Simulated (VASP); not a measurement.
# AlNi (P4mm) in VASP: single point with PBEsol

Aim: the single point of AlNi with PBEsol.

All numbers are computed with VASP 6.6.1; they aren't measurements. Logs are shortened: lines on timing, memory, paths and dates and some standing lists are left out, and cuts for length are marked.

### 1 The cell of the first run

Symmetry: P4mm, No. 99, tetragonal system. Conventional cell: a = 2.790 Å, b = 2.790 Å, c = 2.790 Å, α = 90.00°, β = 90.00°, γ = 90.00°. Within 3.1 Å of Al (site symmetry 4mm) lie 8 Ni at 2.34 to 2.50 Å and 6 Al at 2.79 Å. Ni (site symmetry 4mm) has 8 Al at 2.34 to 2.50 Å and 6 Ni at 2.79 Å within 3.1 Å.

### 2 Single point, PBEsol

INCAR

```
  PREC = Accurate
  ENCUT = 520
  EDIFF = 1E-6
  ISMEAR = 0
  SIGMA = 0.15
  LREAL = F
  LASPH = T
  NELM = 100
  ALGO = Normal
  ISIF = 2
  LWAVE = F
  LCHARG = F
  GGA = PS
  NBANDS = 14
```

KPOINTS

```
Automatic mesh
0
Gamma
  16 16 16
```

POSCAR

```
AlNi
1.0
    2.7902777901      0.0000000000      0.0000000000
    0.0000000000      2.7902777901      0.0000000000
    0.0000000000      0.0000000000      2.7902777901
Al Ni
1 1
Direct
    0.0000000000      0.0000000000     -0.0331956196
    0.5000000000      0.5000000000      0.5152601295
```

Potentials or basis: VASP PAW PBE potentials, release 64 (Al, Ni).

Launch:

```sh
$ cat potpaw_PBE.64/Al/POTCAR potpaw_PBE.64/Ni/POTCAR > POTCAR
$ mpirun -np 1 vasp_std > vasp.out
```

OUTCAR:

```text
PREC = Accurate
   ENCUT = 520
   EDIFF = 1E-6
   ISMEAR = 0
   LREAL = F
   LASPH = T
   NELM = 100
   ISIF = 2
   GGA = PS

 ion  position               nearest neighbor table
   1  0.000  0.000  0.967-   2 2.34   2 2.34   2 2.34   2 2.34   2 2.50   2 2.50   2 2.50   2 2.50

   2  0.500  0.500  0.515-   1 2.34   1 2.34   1 2.34   1 2.34   1 2.50   1 2.50   1 2.50   1 2.50

  LATTYP: Found a simple cubic cell.
 ALAT       =     2.7902777901

  Lattice vectors:

 A1 = (   2.7902777901,   0.0000000000,   0.0000000000)
 A2 = (   0.0000000000,   2.7902777901,   0.0000000000)
 A3 = (   0.0000000000,   0.0000000000,   2.7902777901)

Analysis of symmetry for initial positions (statically):
=====================================================================
 Subroutine PRICEL returns:
 Original cell was already a primitive cell.

 Routine SETGRP: Setting up the symmetry group for a
 simple cubic supercell.

 Subroutine GETGRP returns: Found  8 space group operations
 (whereof  8 operations were pure point group operations)
 out of a pool of 48 trial point group operations.

The static configuration has the point symmetry C_4v.

Analysis of symmetry for dynamics (positions and initial velocities):
=====================================================================
 Subroutine PRICEL returns:
 Original cell was already a primitive cell.

 Routine SETGRP: Setting up the symmetry group for a
 simple cubic supercell.

 Subroutine GETGRP returns: Found  8 space group operations
 (whereof  8 operations were pure point group operations)
 out of a pool of 48 trial point group operations.

The dynamic configuration has the point symmetry C_4v.

 Subroutine INISYM returns: Found  8 space group operations
 (whereof  8 operations are pure point group operations),
 and found     1 'primitive' translations

----------------------------------------------------------------------------------------

                                     Primitive cell

  volume of cell :      21.7241

  direct lattice vectors                    reciprocal lattice vectors
     2.790277790  0.000000000  0.000000000     0.358387256  0.000000000  0.000000000
     0.000000000  2.790277790  0.000000000     0.000000000  0.358387256  0.000000000
     0.000000000  0.000000000  2.790277790     0.000000000  0.000000000  0.358387256

  length of vectors
     2.790277790  2.790277790  2.790277790     0.358387256  0.358387256  0.358387256

  position of ions in fractional coordinates (direct lattice)
     0.000000000  0.000000000  0.966804380
     0.500000000  0.500000000  0.515260129

  ion indices of the primitive-cell ions
   primitive index   ion index
                 1           1
                 2           2

----------------------------------------------------------------------------------------

 KPOINTS: Automatic mesh

Automatic generation of k-mesh.
 Grid dimensions read from file:
 generate k-points for:   16   16   16

 Generating k-lattice:

  Cartesian coordinates                     Fractional coordinates (reciprocal lattice)
     0.022399203  0.000000000  0.000000000     0.062500000  0.000000000  0.000000000
     0.000000000  0.022399203  0.000000000     0.000000000  0.062500000  0.000000000
     0.000000000  0.000000000  0.022399203     0.000000000  0.000000000  0.062500000

  Length of vectors
     0.022399203  0.022399203  0.022399203

  Shift w.r.t. Gamma in fractional coordinates (k-lattice)
     0.000000000  0.000000000  0.000000000

 Subroutine IBZKPT returns following result:
 ===========================================

 Found    405 irreducible k-points:

 Following reciprocal coordinates:
            Coordinates               Weight
  0.000000  0.000000  0.000000      1.000000
  0.062500  0.000000  0.000000      4.000000
  0.000000  0.000000  0.062500      2.000000
  0.125000  0.000000  0.000000      4.000000
  0.000000  0.000000  0.125000      2.000000
  0.187500  0.000000  0.000000      4.000000
[... 16 lines left out ...]
  0.187500  0.062500  0.000000      8.000000
  0.000000  0.187500  0.062500      8.000000
 [... further k-points ...]
   k-points           NKPTS =    405   k-points in BZ     NKDIM =    405   number of bands    NBANDS=     14
   number of dos      NEDOS =    301   number of ions     NIONS =      2
   total plane-waves  NPLWV =  13824
   dimension x,y,z NGX =    24 NGY =   24 NGZ =   24
   dimension x,y,z NGXF=    48 NGYF=   48 NGZF=   48
   ions per type =               1   1
   NGX,Y,Z   is equivalent  to a cutoff of  14.30, 14.30, 14.30 a.u.
   NGXF,Y,Z  is equivalent  to a cutoff of  28.60, 28.60, 28.60 a.u.
 SYSTEM =  unknown system
   PREC   = accura    normal or accurate (medium, high low for compatibility)
   ISTART =      0    job   : 0-new  1-cont  2-samecut
   ICHARG =      2    charge: 1-file 2-atom 10-const
   ISPIN  =      1    spin polarized calculation?
   LNONCOLLINEAR =      F non collinear calculations
   LSORBIT =      F    spin-orbit coupling
   LASPH  =      T    aspherical Exc in radial PAW
   ENCUT  =  520.0 eV  38.22 Ry    6.18 a.u.   5.19  5.19  5.19*2*pi/ulx,y,z
   NELM   =    100;   NELMIN=  2; NELMDL= -5     # of ELM steps
   EDIFF  = 0.1E-05   stopping-criterion for ELM
   LREAL  =      F    real-space projection
   EDIFFG = 0.1E-04   stopping-criterion for IOM
   NSW    =      0    number of steps for IOM
   IBRION =     -1    ionic relax: 0-MD 1-quasi-New 2-CG
   NFREE  =      0    steps in history (QN), initial steepest desc. (CG)
   ISIF   =      2    stress and relaxation
   ISYM   =      2    0-nonsym 1-usesym 2-fastsym
   POTIM  = 0.5000    time-step for ionic-motion
   TEBEG  =    0.0;   TEEND  =   0.0 temperature during run
   PSTRESS=    0.0 pullay stress
   NELECT =      13.0000    total number of electrons
   NUPDOWN=      -1.0000    fix difference up-down
   EMIN   =  10.00;   EMAX   =-10.00  energy-range for DOS
   EFERMI =   0.00;   METHOD = LEGACY
   ISMEAR =     0;   SIGMA  =   0.15  broadening in eV -4-tet -1-fermi 0-gaus
   EFERMI_NEDOS =   21; number of points for ismear=-14 and -15
   IALGO  =     38    algorithm
   IMIX   =      4    mixing-type and parameters
     AMIX     =   0.40;   BMIX     =  1.00
     AMIX_MAG =   1.60;   BMIX_MAG =  1.00
  volume/ion in A,a.u.               =      10.86        73.30
  Fermi-wavevector in a.u.,A,eV,Ry     =   1.379564  2.606998 25.894563  1.903197
  Thomas-Fermi vector in A             =   2.504522
   LORBIT       =      0    0 simple, 1 ext, 2 COOP (PROOUT), +10 PAW based schemes
   GGA     = PS    functional components
   LHFCALC =     F    Hartree Fock is set to
   AEXX    =    0.0000 exact exchange contribution
   IVDW    =     0    specifies the selected vdW correction
   LEPSILON=     F    determine dielectric tensor
   LRPA    =     F    only Hartree local field effects (RPA)
 non-spin polarized calculation
 Gauss-broadening in eV      SIGMA  =   0.15
  energy-cutoff  :      520.00
  volume of cell :       21.72
 maximum number of plane-waves:       624
 NGX is ok and might be reduce to    24
   NGX = 11   NGY = 11   NGZ = 11

 number of electron      12.9999994 magnetization

 Free energy of the ion-electron system (eV)
  ---------------------------------------------------
  ext. energy  EPLUGINS =         0.00000000
  ---------------------------------------------------
  free energy    TOTEN  =       -11.43540789 eV

  energy without entropy =      -11.42754745  energy(sigma->0) =      -11.43147767

 E-fermi :  11.2108     XC(G=0): -12.6355

 val. band max:       11.2009817582   @ k =   0.3750   0.2500   0.1250
 cond. band min:      11.2127069624   @ k =   0.2500   0.1250   0.3750
 fundamental gap:      0.0117252042
 Fermi energy:        11.2107768731

 k-point     1 :       0.0000    0.0000    0.0000
  band No.  band energies     occupation
      1      -0.6312      2.00000
      2       7.4540      2.00000
      3       7.4791      2.00000
      4       9.4336      2.00000
      5       9.4560      2.00000
      6       9.4560      2.00000
      7      17.1306      0.00000
      8      17.1452      0.00000
      9      17.1452      0.00000
     10      19.7057      0.00000
     11      19.7448      0.00000
     12      26.5836      0.00000
     13      33.0443      0.00000
     14      33.0545      0.00000

 k-point     2 :       0.0625    0.0000    0.0000
  band No.  band energies     occupation
      1      -0.5541      2.00000
      2       7.4543      2.00000
      3       7.4955      2.00000
      4       9.3969      2.00000
      5       9.4206      2.00000
      6       9.4605      2.00000
      7      16.2689      0.00000
      8      17.2471      0.00000
      9      17.2670      0.00000
     10      19.7341      0.00000
     11      20.4914      0.00000
     12      26.8288      0.00000
     13      32.2485      0.00000
     14      32.3438      0.00000

 k-point     3 :       0.0000    0.0000    0.0625
  band No.  band energies     occupation
      1      -0.5543      2.00000
      2       7.4734      2.00000
      3       7.4758      2.00000
      4       9.4205      2.00000
      5       9.4205      2.00000
      6       9.4375      2.00000
      7      16.2856      0.00000
      8      17.2464      0.00000
      9      17.2464      0.00000
     10      19.7046      0.00000
     11      20.5317      0.00000
     12      26.8235      0.00000
     13      32.2413      0.00000
     14      32.2413      0.00000
[... 324 lines left out ...]
 k-point    23 :       0.1875    0.0625    0.0000
  band No.  band energies     occupation
      1       0.1323      2.00000
      2       7.3719      2.00000
      3       7.6369      2.00000
      4       9.1096      2.00000
      5       9.1874      2.00000
      6       9.4545      2.00000
      7      13.4532      0.00000
      8      17.0655      0.00000
      9      18.1922      0.00000
     10      20.3191      0.00000
     11      23.1593      0.00000
     12      28.3050      0.00000
     13      28.7722      0.00000
     14      29.5889      0.00000

 k-point    24 :       0.0000    0.1875    0.0625
  band No.  band energies     occupation
      1       0.1322      2.00000
      2       7.3719      2.00000
      3       7.6365      2.00000
      4       9.1374      2.00000
      5       9.1601      2.00000
      6       9.4544      2.00000
      7      13.4504      0.00000
      8      17.1157      0.00000
      9      18.1164      0.00000
     10      20.3544      0.00000
     11      23.1524      0.00000
     12      28.1359      0.00000
     13      29.2455      0.00000
     14      29.3031      0.00000

 [... further k-points ...]
[... 5 lines left out ...]
  --------------------------------------------------------------------------------------
  -------------------------------------------------------------------------------------
  Total        2.4194898      2.4194898      2.2039378      0.0000000      0.0000000     -0.0000000
  in kB      178.4399337    178.4399337    162.5427472      0.0000000      0.0000000     -0.0000000
  external PRESSURE =     173.1408716 kB  Pullay stress =       0.0000000 kB

 VOLUME and BASIS-vectors are now :
 -----------------------------------------------------------------------------
  energy-cutoff  :      520.00
  volume of cell :       21.72
      direct lattice vectors                 reciprocal lattice vectors
     2.790277790  0.000000000  0.000000000     0.358387256  0.000000000  0.000000000
     0.000000000  2.790277790  0.000000000     0.000000000  0.358387256  0.000000000
     0.000000000  0.000000000  2.790277790     0.000000000  0.000000000  0.358387256

 POSITION                                       TOTAL-FORCE (eV/Angst)
 -----------------------------------------------------------------------------------
      0.00000      0.00000      2.69765         0.000000      0.000000      1.121573
      1.39514      1.39514      1.43772         0.000000      0.000000     -1.121573
 -----------------------------------------------------------------------------------
    total drift:                                0.000000     -0.000000     -0.000143

  FREE ENERGIE OF THE ION-ELECTRON SYSTEM (eV)
  ---------------------------------------------------
  free  energy   TOTEN  =       -11.4354078906 eV

  energy  without entropy=      -11.4275474491  energy(sigma->0) =      -11.43147767
```

It took 48 s on 1 thread of Intel Xeon Platinum 8488C (Sapphire Rapids), shared host; peak memory 0.25 GiB.

What came out:

* Free energy: -11.4354 eV
* Pressure: 17.3 GPa
* Largest force: 1.122 eV/Å

Forces on the atoms (eV/Å):
```
Al   0.000  0.000  1.122
Ni   0.000  0.000 -1.122
```

Caveat: the PAW data sets were made with another functional, which shifts forces and pressure a little.
